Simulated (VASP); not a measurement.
Runs of VASP 6.6.1 on CaO. The structure is that of space group R-3m (No. 166), or close to it. The cells are those of the table. 

| cell | gap on the mesh (eV) | pressure (GPa) |
| --- | --- | --- |
| a = 3.176 Å, angles 75.3°, 2 atoms | (a) | -9.4 |
| a = 3.978 Å, angles 45.7°, 2 atoms | (c) | -7.8 |
| a = 3.301 Å, angles 67.3°, 2 atoms | 3.77 | -6.6 |
| a = 3.707 Å, angles 52.2°, 2 atoms | (b) | -6.6 |
| a = 4.363 Å, angles 38.9°, 2 atoms | none | -6.2 |

Alike in all rows: task single point; level r2SCAN; potentials or basis VASP PAW PBE potentials, release 64 (Ca_sv, O); no spin polarisation; k mesh 10 × 10 × 10; cutoff (eV) 520; smearing gaussian 0.05 eV.

Q: Fill in the values left out.

A: (a) 3.57; (b) 3.55; (c) 1.60.

Caveats: the cell stands under tension; the PAW data sets were made with another functional, which shifts forces and pressure a little; semilocal functionals underestimate gaps, so a narrow gap can read as zero (at least some runs).

A k mesh can miss the band edges.

A gap of «none» marks levels without a gap at the run's occupations.
